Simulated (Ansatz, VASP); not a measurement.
One calculation of TaAs, two programs

The input INCAR:

```
SYSTEM = TaAs
  PREC = Accurate
  ENCUT = 600
  EDIFF = 1E-6
  ISMEAR = 0
  SIGMA = 0.1
  LREAL = .FALSE.
  LASPH = .TRUE.
  NELM = 80
  ALGO = Normal
  ISIF = 3
  LWAVE = .FALSE.
  LCHARG = .FALSE.
  GGA = PS
  IBRION = 2
  NSW = 80
  EDIFFG = -0.05
```

Contents of KPOINTS:

```
Automatic mesh
0
G
  8 8 8
  0 0 0
```

Contents of POSCAR:

```
TaAs
1.0
    0.0000000000      2.4720762332      2.4720762332
    2.4720762332      0.0000000000      2.4720762332
    2.4720762332      2.4720762332      0.0000000000
Ta As
1 1
Direct
    0.5000000000      0.5000000000      0.5000000000
    0.0000000000      0.0000000000      0.0000000000
```

Input for Ansatz:

```yaml
crystal:
  lattice:
    - [0.0, 2.4720762307, 2.4720762307]
    - [2.4720762307, 0.0, 2.4720762307]
    - [2.4720762307, 2.4720762307, 0.0]
  atoms:
    - { symbol: Ta, position: [0.5, 0.5, 0.5] }
    - { symbol: As, position: [0.0, 0.0, 0.0] }
basis:
  ecutwfc: 420
kpoints:
  mp_grid: { grid: [8, 8, 8] }
hamiltonian:
  xc: pbesol
scf:
  occupations: { method: gaussian, width: 0.1 }
output:
  forces: true
  stress: true
  eigenvalues: true
relax:
  adjacent_minimum: "off"
  f_tol: 0.05
  max_steps: 60
  cell: { stress_tol: 0.5 }
```

Alike in both runs: task relaxation of cell and atoms; functional PBEsol; k mesh 8 × 8 × 8; occupations gaussian, width 0.1 eV; no spin polarisation.

```csv
,VASP,Ansatz
version,VASP 6.6.1,Ansatz 0.2.0
potentials or method,"VASP PAW PBE potentials, release 64 (Ta_pv, As), cutoff 600 eV","scalar-relativistic, plane waves, PAW"
valence electrons in the cell,16,28
```

Ansatz gave:

```
gap on the k mesh at the Fermi level, each at its own relaxed structure (eV) : none
relaxed volume (Å³/atom)                                                     : 17.65
relaxed cell length with the largest relative difference (Å)                 : 3.682
```

Problem. What did VASP give for the same quantities?

Solution. gap on the k mesh at the Fermi level, each at its own relaxed structure (eV): none; relaxed volume (Å³/atom): 17.71; relaxed cell length with the largest relative difference (Å): 3.687.

VASP's potentials were made for PBE, not for PBEsol. A gap of «none» marks a metal or a gap that the smearing closes. VASP's potentials hold 16 valence electrons a cell and Ansatz's 28, so a difference there can come from the potentials and not from the codes.

Spin-orbit coupling is off throughout. Noted on VASP's run: the volume moved by over 15 % at a fixed basis, so the end points are rough; too few bands were computed for a metal, which touches its energy and stress.
